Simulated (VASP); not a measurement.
Input of a VASP 6.6.1 run:

File INCAR:

```
SYSTEM = BAs
PREC     = Accurate       ! precision mode
ENCUT    = 520            ! plane-wave cutoff, eV
EDIFF    = 1E-7           ! SCF threshold, eV
ISMEAR   = 0              ! smearing method
SIGMA    = 0.01           ! smearing width, eV
LREAL    = .False.        ! projectors in reciprocal space
LASPH    = .True.         ! aspherical terms in the spheres
NELM     = 80             ! most SCF steps
ALGO     = Normal         ! electronic algorithm
ISIF     = 2              ! what is computed and relaxed
LWAVE    = .False.        ! write WAVECAR
LCHARG   = .False.        ! write CHGCAR
GGA      = PE             ! functional
NBANDS   = 11             ! bands
```

The input KPOINTS:

```
Automatic mesh
0
Gamma
  7 7 7
  0 0 0
```

Contents of POSCAR:

```
BAs
1.0
    0.0000000000      2.3397414207      2.3397414207
    2.3397414207      0.0000000000      2.3397414207
    2.3397414207      2.3397414207      0.0000000000
B As
1 1
Direct
    0.0000000000      0.0000000000      0.0000000000
    0.2500000000      0.2500000000      0.2500000000
```

Potentials or basis: VASP PAW PBE potentials, release 64 (B, As).

Run with:

```sh
$ cat potpaw_PBE.64/B/POTCAR potpaw_PBE.64/As/POTCAR > POTCAR
$ mpirun -np 1 vasp_std > vasp.out
```

Q: What does it give for the band gap on the k mesh?

A: 1.13 eV, indirect (least direct gap 3.36 eV).

Q: Estimate the pressure.

A: 13.7 GPa.

A k mesh can miss the band edges. As with any semilocal functional, this PBE gap is likely too small.
